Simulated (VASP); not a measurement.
A run of VASP 6.6.1 is set up as follows.

INCAR

```
PREC = Accurate
ENCUT = 520
EDIFF = 1E-7
ISMEAR = 0
SIGMA = 0.15
LREAL = F
LASPH = T
NELM = 60
ALGO = Fast
ISIF = 2
LWAVE = F
LCHARG = T
GGA = PS
LELF = T
LVHAR = T
NBANDS = 12
```

The input KPOINTS:

```
Automatic mesh
0
Gamma
  20 20 20
```

The input POSCAR:

```
Au
1.0
   -1.5246874800      1.5246874800      1.7235597600
    1.5246874800     -1.5246874800      1.7235597600
    1.5246874800      1.5246874800     -1.7235597600
Au
1
Direct
    0.0000000000      0.0000000000      0.0000000000
```

Potentials or basis: VASP PAW PBE potentials, release 64 (Au).

The run is started by

```sh
$ cat potpaw_PBE.64/Au/POTCAR > POTCAR
$ mpirun -np 1 vasp_std > vasp.out
```

(1) Predict the pressure.

Results:

(1) 12.4 GPa.

Caveat: the cell differs from its parent crystal (strain -0.080 along x and y, +0.040 along z); the PAW data sets were made with another functional, which shifts forces and pressure a little.
